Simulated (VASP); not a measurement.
Input of a VASP 6.6.1 run:

INCAR

```
SYSTEM = HfN
PREC = Accurate
ENCUT = 520
EDIFF = 1E-6
ISMEAR = 0
SIGMA = 0.15
LREAL = .FALSE.
LASPH = .TRUE.
NELM = 80
ALGO = Normal
ISIF = 2
LWAVE = .FALSE.
LCHARG = .FALSE.
GGA = PS
NBANDS = 14
```

File KPOINTS:

```
regular mesh
0
G
  18 18 18
  0 0 0
```

Contents of POSCAR:

```
HfN
1.0
    0.0000000000      2.3719500000      2.3719500000
    2.3719500000      0.0000000000      2.3719500000
    2.3719500000      2.3719500000      0.0000000000
Hf N
1 1
Direct
    0.0000000000      0.0000000000      0.0000000000
    0.5000000000      0.5000000000      0.5000000000
```

Potentials or basis: VASP PAW PBE potentials, release 64 (Hf_pv, N).

Launch:

```console
$ cat potpaw_PBE.64/Hf_pv/POTCAR potpaw_PBE.64/N/POTCAR > POTCAR
$ mpirun -np 1 vasp_std > vasp.out
```

(1) Predict the band gap on the k mesh.

(2) Estimate the pressure.

Answers

(1) zero (an odd number of electrons rules out a gap without spin polarisation).

(2) -33.6 GPa.

Caveat: the cell differs from its parent crystal (strain +0.050 along x and y, +0.050 along z); the cell stands under tension; the PAW data sets were made with another functional, which shifts forces and pressure a little; spin-orbit coupling is left out, which moves the levels of the heavy elements.
